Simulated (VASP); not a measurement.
A run of VASP 6.6.1:

The input INCAR:

```
SYSTEM = Si2Mo
PREC     = Accurate       ! precision mode
ENCUT    = 520            ! plane-wave cutoff, eV
EDIFF    = 1E-6           ! SCF threshold, eV
ISMEAR   = 0              ! smearing method
SIGMA    = 0.15           ! smearing width, eV
LREAL    = Auto         
LASPH    = .True.         ! aspherical terms in the spheres
NELM     = 80             ! most SCF steps
ALGO     = Normal         ! electronic algorithm
ISIF     = 2              ! what is computed and relaxed
LWAVE    = .False.        ! write WAVECAR
LCHARG   = .False.        ! write CHGCAR
GGA      = PS             ! functional
NBANDS   = 81             ! bands
```

KPOINTS

```
Automatic mesh
0
Gamma
  10 10 3
  0 0 0
```

Contents of POSCAR:

```
Si2Mo
1.0
   -4.5744403910      0.0000000000      0.0000000000
   -2.2872201955     -3.9615815867      0.0000000000
    0.0000000000      0.0000000000     14.1331144996
Si Mo
12 6
Direct
    0.6716638696      0.1641680652      0.0774215282
    0.6716638696      0.1641680652      0.5420436220
    0.8358319348      0.8358319348      0.6969176532
    0.8358319348      0.8358319348      0.2322955595
    0.8358319348      0.3283361304      0.8517916844
    0.8358319348      0.3283361304      0.3871695907
    0.3283361304      0.8358319348      0.0774215282
    0.3283361304      0.8358319348      0.5420436220
    0.1641680652      0.1641680652      0.6969176532
    0.1641680652      0.1641680652      0.2322955595
    0.1641680652      0.6716638696      0.8517916844
    0.1641680652      0.6716638696      0.3871695907
    0.5000000000      1.0000000000      0.8517916844
    0.5000000000      1.0000000000      0.3871695907
    0.5000000000      0.5000000000      0.6969176532
    0.5000000000      0.5000000000      0.2322955595
    0.0000000000      0.5000000000      0.0774215282
    0.0000000000      0.5000000000      0.5420436220
```

Potentials or basis: VASP PAW PBE potentials, release 64 (Si, Mo_sv).

Launch:

```console
$ cat potpaw_PBE.64/Si/POTCAR potpaw_PBE.64/Mo_sv/POTCAR > POTCAR
$ mpirun -np 1 vasp_std > vasp.out
```

Hardware: 1 thread of Intel(R) Xeon(R) 6975P-C (Granite Rapids), with other jobs on the host.

**Question.** Estimate the wall time of this run.

**Answer.** It took 23 min on 1 thread of Intel(R) Xeon(R) 6975P-C (Granite Rapids) (shared host), peak memory 0.87 GiB. Counts: scf iterations 17, k points 62.
